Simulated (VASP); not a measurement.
A run of VASP 6.6.1 is set up as follows.

Contents of INCAR:

```
SYSTEM = HCl
PREC = Accurate ; ENCUT = 520
EDIFF = 1E-6 ; ISMEAR = 0
SIGMA = 0.15 ; LREAL = .FALSE.
LASPH = .TRUE. ; NELM = 100
ALGO = Normal ; ISIF = 2
LWAVE = .FALSE. ; LCHARG = .FALSE.
GGA = PS ; NBANDS = 11
```

File KPOINTS:

```
Automatic mesh
0
G
  16 16 16
  0 0 0
```

The input POSCAR:

```
HCl
1.0
    0.0000000000      2.4610000000      2.7408000000
    2.3138000000      0.0000000000      2.7408000000
    2.3138000000      2.4610000000      0.0000000000
H Cl
1 1
Direct
    0.0000000000      0.0000000000      0.0000000000
    0.5000000000      0.5000000000      0.5000000000
```

Potentials or basis: VASP PAW PBE potentials, release 64 (H, Cl).

Launch:

```sh
$ cat potpaw_PBE.64/H/POTCAR potpaw_PBE.64/Cl/POTCAR > POTCAR
$ mpirun -np 1 vasp_std > vasp.out
```

What does it give for the band gap on the k mesh?

Zero (band 4 reaches -0.26 eV, above the bottom of band 5 at -0.91 eV).

What does it give for the pressure?

-10.8 GPa.

Stress tensor (GPa, compression positive):
```
-18.19   0.00   0.00
  0.00 -10.17   0.00
  0.00   0.00  -3.91
```

Caveat: the cell differs from its parent crystal (strain -0.080 along x and y, -0.040 along z); the PAW data sets were made with another functional, which shifts forces and pressure a little.
